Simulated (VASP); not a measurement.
Crystal: Nb.

```
CELL_PARAMETERS angstrom
-1.66395 1.66395 1.66395
1.66395 -1.66395 1.66395
1.66395 1.66395 -1.66395
ATOMIC_POSITIONS crystal
Nb 0.00000 0.00000 0.00000
```

Program: VASP 6.6.1. Alike in all runs: potentials or basis VASP PAW PBE potentials, release 64 (Nb_sv); no spin polarisation; cell as given.

**Question.** Order these runs on this cell by their pressure, lowest first.
A. level PBE-based screened hybrid with 25 % exact exchange; k mesh 6 × 6 × 6; cutoff (eV) 400; smearing fermi-dirac 0.05 eV; dipole correction no; grid for exact exchange (PRECFOCK) Normal; share of exact exchange 0.25
B. level r2SCAN50; k mesh 6 × 6 × 6; cutoff (eV) 440; smearing fermi-dirac 0.05 eV; dipole correction no; grid for exact exchange (PRECFOCK) Normal; share of exact exchange 0.5
C. level r2SCAN; k mesh 26 × 26 × 26; cutoff (eV) 590; smearing gaussian 0.04 eV; tolerance level screening; purpose bands
D. level HF; k mesh 6 × 6 × 6; cutoff (eV) 400; smearing fermi-dirac 0.05 eV; dipole correction no; grid for exact exchange (PRECFOCK) Normal; share of exact exchange 1

**Answer.** B (-13.9 GPa), A (-9.5 GPa), C (-4.0 GPa), D (-2.4 GPa).

Caveats: some runs use coarse meshes; the PAW data sets were made with another functional, which shifts forces and pressure a little; the cell stands under tension (at least some runs).
